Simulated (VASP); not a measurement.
Input of a VASP 6.6.1 run:

The input INCAR:

```
SYSTEM = Al
PREC = Accurate
ENCUT = 600
EDIFF = 1E-7
ISMEAR = -1
SIGMA = 0.05
LREAL = .False.
LASPH = .True.
NELM = 60
ALGO = Normal
ISIF = 3
LWAVE = .False.
LCHARG = .False.
GGA = PS
IBRION = 2
NSW = 80
EDIFFG = -0.02
PSTRESS = 300.0
```

Contents of KPOINTS:

```
Automatic mesh
0
Gamma
  11 11 11
  0 0 0
```

The input POSCAR:

```
Al
1.0
    0.0000000000      2.0248050000      2.0248050000
    2.0248050000      0.0000000000      2.0248050000
    2.0248050000      2.0248050000      0.0000000000
Al
1
Direct
    0.0000000000      0.0000000000      0.0000000000
```

Potentials or basis: VASP PAW PBE potentials, release 64 (Al).

Launch:

```console
$ cat potpaw_PBE.64/Al/POTCAR > POTCAR
$ mpirun -np 1 vasp_std > vasp.out
```

Question: Predict the relaxed volume.

Answer: 12.97 Å³/atom.

Question: Estimate the relaxed cell.

Answer: a = 2.637 Å, b = 2.637 Å, c = 2.637 Å, α = 60.00°, β = 60.00°, γ = 60.00°.

Question: What does it give for the space group after relaxing (to 0.05 Å)?

Answer: Fm-3m (No. 225).

Final structure:
```
CELL_PARAMETERS angstrom
0.00000 1.86485 1.86485
1.86485 0.00000 1.86485
1.86485 1.86485 0.00000
ATOMIC_POSITIONS crystal
Al 0.00000 0.00000 0.00000
```

Caveat: the cell is relaxed towards a set pressure, so the enthalpy falls and the energy may rise; the volume moved by over 15 % at a fixed basis, so the end points are rough; the PAW data sets were made with another functional, which shifts forces and pressure a little.
